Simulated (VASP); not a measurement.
# MgB2 (P6/mmm) in VASP: a series of runs

Runs on MgB2. Level: PBE. Tasks: single point.

Program: VASP 6.6.1. These are calculated values, not measurements. Logs are shortened: lines on timing, memory, paths and dates and some standing lists are left out, and cuts for length are marked.

## Step 1: The cell of the first run

It takes space group P6/mmm (No. 191, hexagonal). The conventional cell has a = 3.119 Å, b = 3.119 Å, c = 3.500 Å, α = 90.00°, β = 90.00°, γ = 120.00°. Mg (site symmetry 6/mmm) has 12 B at 2.51 Å and 6 Mg at 3.12 Å within 3.3 Å. B (site symmetry -6m2) has 3 B at 1.80 Å within 2.4 Å.

## Step 2: Single point, PBE (biaxial strain in the a-b plane: +1.5 %)

Contents of INCAR:

```
SYSTEM = MgB2
PREC = Accurate ; ENCUT = 750
EDIFF = 1E-6 ; ISMEAR = 0
SIGMA = 0.1 ; LREAL = .False.
LASPH = .True. ; NELM = 120
ALGO = Normal ; ISIF = 2
LWAVE = .False. ; LCHARG = .False.
GGA = PE ; NBANDS = 15
GGA_COMPAT = .False.
```

Contents of KPOINTS:

```
Automatic mesh
0
Gamma
  15 15 12
  0 0 0
```

Contents of POSCAR:

```
MgB2
1.0
    3.1188583598      0.0000000000      0.0000000000
   -1.5594291799      2.7010105704      0.0000000000
    0.0000000000      0.0000000000      3.5000435871
Mg B
1 2
Direct
    0.0000000000      0.0000000000      0.0000000000
    0.6666666667      0.3333333333      0.5000000000
    0.3333333333      0.6666666667      0.5000000000
```

Potentials or basis: VASP PAW PBE potentials, release 64 (Mg_sv, B).

Launch:

```console
cat potpaw_PBE.64/Mg_sv/POTCAR potpaw_PBE.64/B/POTCAR > POTCAR
mpirun -np 1 vasp_std > vasp.out
```

OUTCAR:

```text
SYSTEM = MgB2
   PREC = Accurate
   ENCUT = 750
   EDIFF = 1E-6
   ISMEAR = 0
   LREAL = .False.
   LASPH = .True.
   NELM = 120
   ISIF = 2
   GGA = PE

 ion  position               nearest neighbor table
   1  0.000  0.000  0.000-
   2  0.667  0.333  0.500-   3 1.80   3 1.80   3 1.80
   3  0.333  0.667  0.500-   2 1.80   2 1.80   2 1.80

  LATTYP: Found a hexagonal cell.
 ALAT       =     3.1188583598
 C/A-ratio  =     1.1222194737

  Lattice vectors:

 A1 = (   3.1188583598,   0.0000000000,   0.0000000000)
 A2 = (  -1.5594291799,   2.7010105704,   0.0000000000)
 A3 = (   0.0000000000,   0.0000000000,   3.5000435871)

Analysis of symmetry for initial positions (statically):
=====================================================================
 Subroutine PRICEL returns:
 Original cell was already a primitive cell.

 Routine SETGRP: Setting up the symmetry group for a
 hexagonal supercell.

 Subroutine GETGRP returns: Found 24 space group operations
 (whereof 24 operations were pure point group operations)
 out of a pool of 24 trial point group operations.

The static configuration has the point symmetry D_6h.

Analysis of symmetry for dynamics (positions and initial velocities):
=====================================================================
 Subroutine PRICEL returns:
 Original cell was already a primitive cell.

 Routine SETGRP: Setting up the symmetry group for a
 hexagonal supercell.

 Subroutine GETGRP returns: Found 24 space group operations
 (whereof 24 operations were pure point group operations)
 out of a pool of 24 trial point group operations.

The dynamic configuration has the point symmetry D_6h.

 Subroutine INISYM returns: Found 24 space group operations
 (whereof 24 operations are pure point group operations),
 and found     1 'primitive' translations

----------------------------------------------------------------------------------------

                                     Primitive cell

  volume of cell :      29.4846

  direct lattice vectors                    reciprocal lattice vectors
     3.118858360  0.000000000  0.000000000     0.320630142  0.185115899  0.000000000
    -1.559429180  2.701010570  0.000000000     0.000000000  0.370231798  0.000000000
     0.000000000  0.000000000  3.500043587     0.000000000  0.000000000  0.285710728

  length of vectors
     3.118858360  3.118858360  3.500043587     0.370231798  0.370231798  0.285710728

  position of ions in fractional coordinates (direct lattice)
     0.000000000  0.000000000  0.000000000
     0.666666667  0.333333333  0.500000000
     0.333333333  0.666666667  0.500000000

  ion indices of the primitive-cell ions
   primitive index   ion index
                 1           1
                 2           2
                 3           3

----------------------------------------------------------------------------------------

 KPOINTS: Automatic mesh

Automatic generation of k-mesh.
 Grid dimensions read from file:
 generate k-points for:   15   15   12

 Generating k-lattice:

  Cartesian coordinates                     Fractional coordinates (reciprocal lattice)
     0.021375343  0.012341060  0.000000000     0.066666667  0.000000000  0.000000000
     0.000000000  0.024682120  0.000000000     0.000000000  0.066666667  0.000000000
     0.000000000  0.000000000  0.023809227     0.000000000  0.000000000  0.083333333

  Length of vectors
     0.024682120  0.024682120  0.023809227

  Shift w.r.t. Gamma in fractional coordinates (k-lattice)
     0.000000000  0.000000000  0.000000000

 Subroutine IBZKPT returns following result:
 ===========================================

 Found    189 irreducible k-points:

 Following reciprocal coordinates:
            Coordinates               Weight
  0.000000  0.000000  0.000000      1.000000
  0.066667 -0.000000  0.000000      6.000000
  0.133333 -0.000000  0.000000      6.000000
  0.200000  0.000000  0.000000      6.000000
  0.266667 -0.000000  0.000000      6.000000
  0.333333 -0.000000  0.000000      6.000000
[... 16 lines left out ...]
  0.333333  0.200000  0.000000     12.000000
  0.400000  0.200000  0.000000      6.000000
 [... further k-points ...]
   k-points           NKPTS =    189   k-points in BZ     NKDIM =    189   number of bands    NBANDS=     15
   number of dos      NEDOS =    301   number of ions     NIONS =      3
   total plane-waves  NPLWV =  25088
   dimension x,y,z NGX =    28 NGY =   28 NGZ =   32
   dimension x,y,z NGXF=    56 NGYF=   56 NGZF=   64
   ions per type =               1   2
   NGX,Y,Z   is equivalent  to a cutoff of  14.92, 14.92, 15.20 a.u.
   NGXF,Y,Z  is equivalent  to a cutoff of  29.85, 29.85, 30.40 a.u.
 SYSTEM =  MgB2
   PREC   = accura    normal or accurate (medium, high low for compatibility)
   ISTART =      0    job   : 0-new  1-cont  2-samecut
   ICHARG =      2    charge: 1-file 2-atom 10-const
   ISPIN  =      1    spin polarized calculation?
   LNONCOLLINEAR =      F non collinear calculations
   LSORBIT =      F    spin-orbit coupling
   LASPH  =      T    aspherical Exc in radial PAW
   ENCUT  =  750.0 eV  55.12 Ry    7.42 a.u.   6.96  6.96  7.82*2*pi/ulx,y,z
   NELM   =    120;   NELMIN=  2; NELMDL= -5     # of ELM steps
   EDIFF  = 0.1E-05   stopping-criterion for ELM
   LREAL  =      F    real-space projection
   EDIFFG = 0.1E-04   stopping-criterion for IOM
   NSW    =      0    number of steps for IOM
   IBRION =     -1    ionic relax: 0-MD 1-quasi-New 2-CG
   NFREE  =      0    steps in history (QN), initial steepest desc. (CG)
   ISIF   =      2    stress and relaxation
   ISYM   =      2    0-nonsym 1-usesym 2-fastsym
   POTIM  = 0.5000    time-step for ionic-motion
   TEBEG  =    0.0;   TEEND  =   0.0 temperature during run
   PSTRESS=    0.0 pullay stress
   NELECT =      16.0000    total number of electrons
   NUPDOWN=      -1.0000    fix difference up-down
   EMIN   =  10.00;   EMAX   =-10.00  energy-range for DOS
   EFERMI =   0.00;   METHOD = LEGACY
   ISMEAR =     0;   SIGMA  =   0.10  broadening in eV -4-tet -1-fermi 0-gaus
   EFERMI_NEDOS =   21; number of points for ismear=-14 and -15
   IALGO  =     38    algorithm
   IMIX   =      4    mixing-type and parameters
     AMIX     =   0.40;   BMIX     =  1.00
     AMIX_MAG =   1.60;   BMIX_MAG =  1.00
  volume/ion in A,a.u.               =       9.83        66.32
  Fermi-wavevector in a.u.,A,eV,Ry     =   1.335313  2.523375 24.260010  1.783060
  Thomas-Fermi vector in A             =   2.464027
   LORBIT       =      0    0 simple, 1 ext, 2 COOP (PROOUT), +10 PAW based schemes
   GGA     = PE    functional components
   LHFCALC =     F    Hartree Fock is set to
   AEXX    =    0.0000 exact exchange contribution
   IVDW    =     0    specifies the selected vdW correction
   LEPSILON=     F    determine dielectric tensor
   LRPA    =     F    only Hartree local field effects (RPA)
 non-spin polarized calculation
 Gauss-broadening in eV      SIGMA  =   0.10
  energy-cutoff  :      750.00
  volume of cell :       29.48
 maximum number of plane-waves:      1396
 NGX is ok and might be reduce to    28
   NGX = 13   NGY = 13   NGZ = 15

 number of electron      16.0000020 magnetization

 Free energy of the ion-electron system (eV)
  ---------------------------------------------------
  ext. energy  EPLUGINS =         0.00000000
  ---------------------------------------------------
  free energy    TOTEN  =       -15.29973190 eV

  energy without entropy =      -15.29556282  energy(sigma->0) =      -15.29764736

 E-fermi :   4.9761     XC(G=0): -11.0570

 val. band max:        4.9739327471   @ k =   0.4667   0.0667   0.0833
 cond. band min:       4.9910629335   @ k =   0.1333  -0.0000   0.5000
 fundamental gap:      0.0171301864
 Fermi energy:         4.9761409100

 k-point     1 :       0.0000    0.0000    0.0000
  band No.  band energies     occupation
      1     -70.1576      2.00000
      2     -36.9138      2.00000
      3     -36.9138      2.00000
      4     -36.9030      2.00000
      5      -7.3241      2.00000
      6       2.2642      2.00000
      7       5.2431      0.00016
      8       5.2431      0.00016
      9       6.8897      0.00000
     10      11.0345      0.00000
     11      11.0345      0.00000
     12      12.6052      0.00000
     13      14.6700      0.00000
     14      17.2639      0.00000
     15      21.0501      0.00000

 k-point     2 :       0.0667   -0.0000    0.0000
  band No.  band energies     occupation
      1     -70.1574      2.00000
      2     -36.9153      2.00000
      3     -36.9141      2.00000
      4     -36.9026      2.00000
      5      -7.2482      2.00000
      6       2.3372      2.00000
      7       4.8420      1.94217
      8       5.0598      0.23700
      9       6.9550      0.00000
     10      10.9843      0.00000
     11      11.3700      0.00000
     12      12.7970      0.00000
     13      14.4090      0.00000
     14      17.6521      0.00000
     15      20.6419      0.00000

 k-point     3 :       0.1333   -0.0000    0.0000
  band No.  band energies     occupation
      1     -70.1571      2.00000
      2     -36.9198      2.00000
      3     -36.9152      2.00000
      4     -36.9020      2.00000
      5      -7.0211      2.00000
      6       2.5553      2.00000
      7       3.8409      2.00000
      8       4.6170      2.00000
      9       7.1573      0.00000
     10      10.7278      0.00000
     11      12.2653      0.00000
     12      13.3488      0.00000
     13      13.6816      0.00000
     14      18.6753      0.00000
     15      19.7983      0.00000
[... 343 lines left out ...]
 k-point    23 :       0.3333    0.2000    0.0000
  band No.  band energies     occupation
      1     -70.1547      2.00000
      2     -36.9441      2.00000
      3     -36.9292      2.00000
      4     -36.8974      2.00000
      5      -3.7634      2.00000
      6      -1.6000      2.00000
      7       0.6559      2.00000
      8       5.4882      0.00000
      9       8.2191      0.00000
     10      10.1919      0.00000
     11      11.3525      0.00000
     12      12.9961      0.00000
     13      14.7285      0.00000
     14      16.5975      0.00000
     15      17.4053      0.00000

 k-point    24 :       0.4000    0.2000    0.0000
  band No.  band energies     occupation
      1     -70.1546      2.00000
      2     -36.9448      2.00000
      3     -36.9300      2.00000
      4     -36.8973      2.00000
      5      -3.0812      2.00000
      6      -2.3747      2.00000
      7       0.5623      2.00000
      8       5.8654      0.00000
      9       7.7633      0.00000
     10      10.7676      0.00000
     11      10.9040      0.00000
     12      12.9126      0.00000
     13      14.5821      0.00000
     14      16.6885      0.00000
     15      18.1931      0.00000

 [... further k-points ...]

------------------------ aborting loop because EDIFF is reached ----------------------------------------

  FORCE on cell =-STRESS in cart. coord.  units (eV):
  Direction    XX          YY          ZZ          XY          YZ          ZX
  --------------------------------------------------------------------------------------
  -------------------------------------------------------------------------------------
  Total       -1.2077519     -1.2077519      0.0748578     -0.0000000     -0.0000000     -0.0000000
  in kB      -65.6285672    -65.6285672      4.0677297     -0.0000000     -0.0000000     -0.0000000
  external PRESSURE =     -42.3964682 kB  Pullay stress =       0.0000000 kB

 VOLUME and BASIS-vectors are now :
 -----------------------------------------------------------------------------
  energy-cutoff  :      750.00
  volume of cell :       29.48
      direct lattice vectors                 reciprocal lattice vectors
     3.118858360  0.000000000  0.000000000     0.320630142  0.185115899  0.000000000
    -1.559429180  2.701010570  0.000000000     0.000000000  0.370231798  0.000000000
     0.000000000  0.000000000  3.500043587     0.000000000  0.000000000  0.285710728

 POSITION                                       TOTAL-FORCE (eV/Angst)
 -----------------------------------------------------------------------------------
      0.00000      0.00000      0.00000        -0.000000      0.000000      0.000000
      1.55943      0.90034      1.75002        -0.000000     -0.000000      0.000000
     -0.00000      1.80067      1.75002         0.000000      0.000000     -0.000000
 -----------------------------------------------------------------------------------
    total drift:                               -0.000000      0.000000      0.000000

  FREE ENERGIE OF THE ION-ELECTRON SYSTEM (eV)
  ---------------------------------------------------
  free  energy   TOTEN  =       -15.2997318961 eV

  energy  without entropy=      -15.2955628233  energy(sigma->0) =      -15.29764736
```

Wall time 49 s (1 thread of Intel Xeon 6975P-C (Granite Rapids), shared host); peak memory 0.26 GiB.

Results:

- Free energy: -15.2997 eV
- Pressure: -4.2 GPa
- Band gap on the k mesh: zero (bands 8 and 9 overlap by 3.87 eV)

Stress tensor (GPa, compression positive):
```
-6.56  0.00  0.00
 0.00 -6.56  0.00
 0.00  0.00  0.41
```

Levels at points of the mesh, in eV from the Fermi level:
```csv
k point,band 5,band 6,band 7,band 8,band 9,band 10,band 11,band 12
"(0.00, 0.00, 0.00)",-12.30,-2.71,0.27,0.27,1.91,6.06,6.06,7.63
"(0.00, 0.00, 0.50)",-10.99,-7.28,0.67,0.67,6.43,6.43,7.65,9.38
```

Caveat: the cell differs from its parent crystal (biaxial strain in the a-b plane: +1.5 %); the cell stands under tension.

## Step 3: Single point, PBE (biaxial strain in the a-b plane: +4.5 %)

Contents of INCAR:

```
SYSTEM = MgB2
PREC = Accurate
ENCUT = 750
EDIFF = 1E-6
ISMEAR = 0
SIGMA = 0.1
LREAL = .FALSE.
LASPH = .TRUE.
NELM = 120
ALGO = Normal
ISIF = 2
LWAVE = .FALSE.
LCHARG = .FALSE.
GGA = PE
NBANDS = 15
GGA_COMPAT = .FALSE.
```

Contents of KPOINTS:

```
regular mesh
0
G
  15 15 12
  0 0 0
```

Contents of POSCAR:

```
MgB2
1.0
    3.2110413655      0.0000000000      0.0000000000
   -1.6055206828      2.7808433952      0.0000000000
    0.0000000000      0.0000000000      3.4364706460
Mg B
1 2
Direct
    0.0000000000      0.0000000000      0.0000000000
    0.6666666667      0.3333333333      0.5000000000
    0.3333333333      0.6666666667      0.5000000000
```

Potentials or basis: VASP PAW PBE potentials, release 64 (Mg_sv, B).

Launch:

```console
cat potpaw_PBE.64/Mg_sv/POTCAR potpaw_PBE.64/B/POTCAR > POTCAR
mpirun -np 1 vasp_std > vasp.out
```

It took 1.8 min on 1 thread of Intel Xeon Platinum 8488C (Sapphire Rapids), shared host; peak memory 0.27 GiB.

It converged, with:

| Property | Result |
| --- | --- |
| Free energy | -15.1658 eV |
| Pressure | -10.9 GPa |
| Band gap on the k mesh | zero (bands 8 and 9 overlap by 4.09 eV) |

Stress tensor (GPa, compression positive):
```
-17.43   0.00   0.00
  0.00 -17.43   0.00
  0.00   0.00   2.24
```

Levels at points of the mesh, in eV from the Fermi level:
| k point | band 6 | band 7 | band 8 | band 9 | band 10 | band 11 |
| --- | --- | --- | --- | --- | --- | --- |
| (0.00, 0.00, 0.00) | -2.13 | 0.04 | 0.04 | 2.61 | 5.44 | 5.44 |
| (0.00, 0.00, 0.50) | -6.94 | 0.51 | 0.51 | 5.92 | 5.92 | 6.93 |

Caveat: the cell differs from its parent crystal (biaxial strain in the a-b plane: +4.5 %); the cell stands under tension.
